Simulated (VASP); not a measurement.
# C (P1) in VASP: further runs

C is run at these levels: PBEsol; tasks: single point.

All numbers are computed with VASP 6.6.1; they aren't measurements. Logs are shortened: lines on timing, memory, paths and dates and some standing lists are left out, and cuts for length are marked.

**1. The cell of the first run**

The typed cell holds 16 atoms: a = 5.207 Å, b = 5.207 Å, c = 5.207 Å, α = 60.00°, β = 60.00°, γ = 60.00°.

**2. Single point, PBEsol**

INCAR reads:

```
ALGO = Normal
EDIFF = 1E-6
ENCUT = 520
GGA = PS
GGA_COMPAT = F
ISIF = 2
ISMEAR = -1
ISYM = -1
LASPH = T
LCHARG = T
LELF = T
LREAL = Auto
LVHAR = T
LWAVE = F
NBANDS = 46
NELM = 120
PREC = Accurate
SIGMA = 0.2241
```

KPOINTS reads:

```
explicit points
4
Reciprocal
  0.25000000   0.25000000   0.25000000 2
  0.25000000   0.25000000   0.75000000 2
  0.25000000   0.75000000   0.25000000 2
  0.25000000   0.75000000   0.75000000 2
```

POSCAR reads:

```
C
1.0
    0.0000000000      3.6819367158     -3.6819367158
   -3.6819367158      0.0000000000     -3.6819367158
   -3.6819367158      3.6819367158      0.0000000000
C
16
Direct
    0.7078068422      0.7359357885      0.2682292164
    0.1695122834      0.7624597370      0.2738608993
    0.6824792749      0.2539363308      0.2513094524
    0.1708668694      0.2461756054      0.2837145450
    0.7033278136      0.7406128107      0.7676081145
    0.1930660560      0.7374686774      0.7809547589
    0.6757768240      0.2575713743      0.7674872542
    0.2444433649      0.2126997448      0.7514653873
    0.8002750257      0.3721087856      0.3941409405
    0.3142342167      0.3693337515      0.3873536158
    0.8466317432      0.8755814531      0.4095218404
    0.3128497551      0.8679796115      0.3851557236
    0.8255981117      0.3565949394      0.8908507270
    0.3191712924      0.3721295627      0.8971157722
    0.8116561285      0.8794886360      0.8859308977
    0.3202675904      0.8644056771      0.8841645719
```

Potentials or basis: VASP PAW PBE potentials, release 64 (C).

Command:

```
> cat potpaw_PBE.64/C/POTCAR > POTCAR
> mpirun -np 1 vasp_std > vasp.out
```

OUTCAR:

```text
EDIFF = 1E-6
   ENCUT = 520
   GGA = PS
   ISIF = 2
   ISMEAR = -1
   ISYM = -1
   LASPH = T
   LREAL = Auto
   NELM = 120
   PREC = Accurate

 ion  position               nearest neighbor table
   1  0.708  0.736  0.268-   9 1.55  15 1.63  12 1.68  11 1.78
   2  0.170  0.762  0.274-  11 1.38  12 1.53  16 1.66  10 1.67
   3  0.682  0.254  0.251-  13 1.54  10 1.57   9 1.61  11 1.64
   4  0.171  0.246  0.284-   9 1.58  10 1.58  12 1.61  14 1.65
   5  0.703  0.741  0.768-  11 1.53  15 1.56  16 1.63  13 1.63
   6  0.193  0.737  0.781-  16 1.52  14 1.55  15 1.62  12 1.68
[... 8 lines left out ...]
  15  0.812  0.879  0.886-   5 1.56   7 1.61   6 1.62   1 1.63
  16  0.320  0.864  0.884-   8 1.49   6 1.52   5 1.63   2 1.66

IMPORTANT INFORMATION: All symmetrisations will be switched off!
NOSYMM: (Re-)initialisation of all symmetry stuff for point group C_1.

----------------------------------------------------------------------------------------

                                     Primitive cell

  volume of cell :      99.8295

  direct lattice vectors                    reciprocal lattice vectors
     0.000000000  3.681936716 -3.681936716     0.135798097  0.135798097 -0.135798097
    -3.681936716  0.000000000 -3.681936716    -0.135798097 -0.135798097 -0.135798097
    -3.681936716  3.681936716  0.000000000    -0.135798097  0.135798097  0.135798097

  length of vectors
     5.207044839  5.207044839  5.207044839     0.235209204  0.235209204  0.235209204

  position of ions in fractional coordinates (direct lattice)
     0.707806842  0.735935789  0.268229216
     0.169512283  0.762459737  0.273860899
     0.682479275  0.253936331  0.251309452
     0.170866869  0.246175605  0.283714545
     0.703327814  0.740612811  0.767608114
     0.193066056  0.737468677  0.780954759
[... 8 lines left out ...]
     0.811656128  0.879488636  0.885930898
     0.320267590  0.864405677  0.884164572

  ion indices of the primitive-cell ions
   primitive index   ion index
                 1           1
                 2           2
                 3           3
                 4           4
                 5           5
                 6           6
[... 8 lines left out ...]
                15          15
                16          16

----------------------------------------------------------------------------------------

[... 31 lines left out ...]
   LREAL  =      T    real-space projection
   EDIFFG = 0.1E-04   stopping-criterion for IOM
   NSW    =      0    number of steps for IOM
   IBRION =     -1    ionic relax: 0-MD 1-quasi-New 2-CG
   NFREE  =      0    steps in history (QN), initial steepest desc. (CG)
   ISIF   =      2    stress and relaxation
   ISYM   =     -1    0-nonsym 1-usesym 2-fastsym
   POTIM  = 0.5000    time-step for ionic-motion
   TEBEG  =    0.0;   TEEND  =   0.0 temperature during run
   PSTRESS=    0.0 pullay stress
   NELECT =      64.0000    total number of electrons
   NUPDOWN=      -1.0000    fix difference up-down
   EMIN   =  10.00;   EMAX   =-10.00  energy-range for DOS
   EFERMI =   0.00;   METHOD = LEGACY
   ISMEAR =    -1;   SIGMA  =   0.22  broadening in eV -4-tet -1-fermi 0-gaus
   EFERMI_NEDOS =   21; number of points for ismear=-14 and -15
   IALGO  =     38    algorithm
   IMIX   =      4    mixing-type and parameters
     AMIX     =   0.40;   BMIX     =  1.00
     AMIX_MAG =   1.60;   BMIX_MAG =  1.00
  volume/ion in A,a.u.               =       6.24        42.11
  Fermi-wavevector in a.u.,A,eV,Ry     =   1.411611  2.667559 27.111607  1.992647
  Thomas-Fermi vector in A             =   2.533445
   LORBIT       =      0    0 simple, 1 ext, 2 COOP (PROOUT), +10 PAW based schemes
   GGA     = PS    functional components
   LHFCALC =     F    Hartree Fock is set to
   AEXX    =    0.0000 exact exchange contribution
   IVDW    =     0    specifies the selected vdW correction
   LEPSILON=     F    determine dielectric tensor
   LRPA    =     F    only Hartree local field effects (RPA)
 non-spin polarized calculation
  energy-cutoff  :      520.00
  volume of cell :       99.83
 maximum number of plane-waves:      2689
 NGX is ok and might be reduce to    40
   NGX = 19   NGY = 19   NGZ = 19

 number of electron      63.9999999 magnetization

 Free energy of the ion-electron system (eV)
  ---------------------------------------------------
  ext. energy  EPLUGINS =         0.00000000
  ---------------------------------------------------
  free energy    TOTEN  =      -149.77984965 eV

  energy without entropy =     -149.77935275  energy(sigma->0) =     -149.77960120

 E-fermi :  10.0379     XC(G=0): -12.9709

 val. band max:        8.0561653648   @ k =   0.2500   0.2500   0.2500
 cond. band min:      11.9885247467   @ k =   0.2500   0.2500   0.2500
 fundamental gap:      3.9323593818
 Fermi energy:        10.0379086741

 k-point     1 :       0.2500    0.2500    0.2500
  band No.  band energies     occupation
      1     -11.6097      2.00000
      2      -8.5581      2.00000
      3      -7.1192      2.00000
      4      -6.7852      2.00000
      5      -6.4250      2.00000
      6      -5.8497      2.00000
[... 177 lines left out ...]
     43      16.8300      0.00000
     44      16.8729      0.00000
 [bands above 44 left out]

------------------------ aborting loop because EDIFF is reached ----------------------------------------

  FORCE on cell =-STRESS in cart. coord.  units (eV):
  Direction    XX          YY          ZZ          XY          YZ          ZX
  --------------------------------------------------------------------------------------
  -------------------------------------------------------------------------------------
  Total      -19.9133044    -21.1648531    -19.7317788      2.1408528     -0.2160355     -2.4206080
  in kB     -319.5913080   -339.6775834   -316.6779799     34.3588348     -3.4671821    -38.8486638
  external PRESSURE =    -325.3156238 kB  Pullay stress =       0.0000000 kB

 VOLUME and BASIS-vectors are now :
 -----------------------------------------------------------------------------
  energy-cutoff  :      520.00
  volume of cell :       99.83
      direct lattice vectors                 reciprocal lattice vectors
     0.000000000  3.681936716 -3.681936716     0.135798097  0.135798097 -0.135798097
    -3.681936716  0.000000000 -3.681936716    -0.135798097 -0.135798097 -0.135798097
    -3.681936716  3.681936716  0.000000000    -0.135798097  0.135798097  0.135798097

 POSITION                                       TOTAL-FORCE (eV/Angst)
 -----------------------------------------------------------------------------------
     -3.69727      3.59370     -5.31577        -1.312726     -2.687747      0.588023
     -3.81567      1.63247     -3.43146         4.746578      4.274220     -3.016311
     -1.86028      3.43815     -3.44782        -0.438547      2.823583     -0.465094
     -1.95102      1.67374     -1.53552         2.281949      0.208362     -1.077069
     -5.55317      5.41589     -5.31650         0.031912      0.763902      0.666516
     -5.59074      3.58628     -3.42617         1.359260     -3.116864     -0.498263
[... 8 lines left out ...]
     -6.50016      6.25041     -6.22669        -0.599850      2.853782      0.785320
     -6.43812      4.43464     -4.36189        -0.323336      1.986072     -0.567619
 -----------------------------------------------------------------------------------
    total drift:                                0.002894     -0.003995      0.020323

  FREE ENERGIE OF THE ION-ELECTRON SYSTEM (eV)
  ---------------------------------------------------
  free  energy   TOTEN  =      -149.7798496495 eV

  energy  without entropy=     -149.7793527522  energy(sigma->0) =     -149.77960120
```

stdout:

```text
POSCAR found type information on POSCAR C
 POSCAR found :  1 types and      16 ions
 scaLAPACK will be used
 -----------------------------------------------------------------------------
|                                                                             |
|                                                                             |
|     You enforced a specific xc type in the INCAR file but a different       |
|     I HOPE YOU KNOW WHAT YOU ARE DOING!                                     |
|                                                                             |
 -----------------------------------------------------------------------------

 LDA part: xc-table for (Slater+PW92), standard interpolation
 POSCAR, INCAR and KPOINTS ok, starting setup
 FFT: planning ... GRIDC
 FFT: planning ... GRID_SOFT
 FFT: planning ... GRID
 WAVECAR not read
 entering main loop
```

Wall time 27 s (1 thread of Intel Xeon Platinum 8488C (Sapphire Rapids), shared host); peak memory 0.22 GiB.

Results:

```
Free energy            : -149.7798 eV
Pressure               : -32.5 GPa
Largest force          : 9.059 eV/Å
Band gap on the k mesh : 3.93 eV
```

Forces in eV/Å, atoms in the order of the input:
```
C   -1.313 -2.688  0.588
C    4.747  4.274 -3.016
C   -0.439  2.824 -0.465
C    2.282  0.208 -1.077
C    0.032  0.764  0.667
C    1.359 -3.117 -0.498
C    1.408  2.094 -0.584
C   -4.773 -4.226  1.511
C   -0.396  0.282 -1.757
C   -0.121  0.480  0.292
C   -0.306 -7.321  5.328
C   -1.731  2.557 -1.309
C   -0.113 -0.648 -1.535
C    0.286 -0.323  1.641
C   -0.600  2.854  0.785
C   -0.323  1.986 -0.568
```

Levels at points of the mesh, in eV from the valence-band top:
```
           k point  band 30  band 31  band 32  band 33  band 34  band 35
(0.25, 0.25, 0.25)    -1.42    -0.18     0.00     3.93     4.47     4.65
```

Caveat: the cell stands under tension; the atoms stand as in a frame of molecular dynamics; the PAW data sets were made with another functional, which shifts forces and pressure a little; a shifted mesh leaves out Γ, where band edges can lie. A k mesh can miss the band edges.

**3. Single point, PBEsol**

INCAR reads:

```
SYSTEM = C
  PREC = Accurate
  ENCUT = 520
  EDIFF = 1E-6
  ISMEAR = -1
  SIGMA = 0.2241
  LREAL = Auto
  LASPH = .TRUE.
  NELM = 120
  ALGO = Normal
  ISIF = 2
  LWAVE = .FALSE.
  LCHARG = .TRUE.
  GGA = PS
  LELF = .TRUE.
  LVHAR = .TRUE.
  NBANDS = 46
  GGA_COMPAT = .FALSE.
  ISYM = -1
```

KPOINTS is that of step 2.

POSCAR reads:

```
C
1.0
    0.0000000000      3.6819367158     -3.6819367158
   -3.6819367158      0.0000000000     -3.6819367158
   -3.6819367158      3.6819367158      0.0000000000
C
16
Direct
    0.6203898047      0.5989589638      0.2478122441
    0.1578936698      0.6044958596      0.2399374482
    0.6879435187      0.0667894423      0.2396376060
    0.1555984104      0.1050391492      0.2153378945
    0.6864756771      0.5675244202      0.7449389307
    0.1955263101      0.5870903459      0.7328188147
    0.6594111163      0.0683194795      0.7543709233
    0.1747008571      0.0701412110      0.7182889615
    0.7989993384      0.2323882962      0.3548018613
    0.3304607314      0.2059156793      0.3490859836
    0.7928114265      0.7136737274      0.3485077553
    0.2624871296      0.7320793941      0.3668786577
    0.8010553216      0.1979393065      0.8689570862
    0.3021655683      0.1881964720      0.8454785457
    0.7955288822      0.7093033372      0.8813760937
    0.3202052591      0.7072100096      0.8484226485
```

Potentials or basis: VASP PAW PBE potentials, release 64 (C).

Command:

```
> cat potpaw_PBE.64/C/POTCAR > POTCAR
> mpirun -np 1 vasp_std > vasp.out
```

Wall time 25 s (1 thread of Intel Xeon Platinum 8488C (Sapphire Rapids), shared host); peak memory 0.22 GiB.

The run converged. Its results:

| Item | Value |
| --- | --- |
| Free energy | -149.6400 eV |
| Pressure | -34.6 GPa |
| Largest force | 5.933 eV/Å |
| Band gap on the k mesh | 4.16 eV |

Forces in eV/Å, atoms in the order of the input:
```
C    2.097  3.574 -4.246
C    3.644  0.592  0.665
C   -1.592 -1.875 -1.582
C   -0.230  2.689 -0.937
C   -0.445 -1.254 -1.085
C   -0.272 -2.079  3.773
C    0.744 -0.139 -3.191
C   -1.144  1.411 -2.242
C    0.603 -0.372  3.959
C   -1.520 -3.649  2.865
C   -1.141  2.524  1.543
C    0.441  0.765 -0.832
C    0.919 -0.919  0.075
C   -3.444  0.076 -1.389
C    2.194 -1.454  0.722
C   -0.854  0.108  1.902
```

Stress tensor (GPa, compression positive):
```
-34.53   0.98  -0.41
  0.98 -34.92   2.57
 -0.41   2.57 -34.21
```

Levels at points of the mesh, in eV from the valence-band top:
| k point | band 29 | band 30 | band 31 | band 32 | band 33 | band 34 | band 35 | band 36 |
| --- | --- | --- | --- | --- | --- | --- | --- | --- |
| (0.25, 0.25, 0.25) | -1.63 | -1.53 | -0.71 | 0.00 | 4.16 | 4.42 | 4.65 | 5.44 |

Caveat: the cell stands under tension; the atoms stand as in a frame of molecular dynamics; the PAW data sets were made with another functional, which shifts forces and pressure a little; a shifted mesh leaves out Γ, where band edges can lie. A k mesh can miss the band edges.
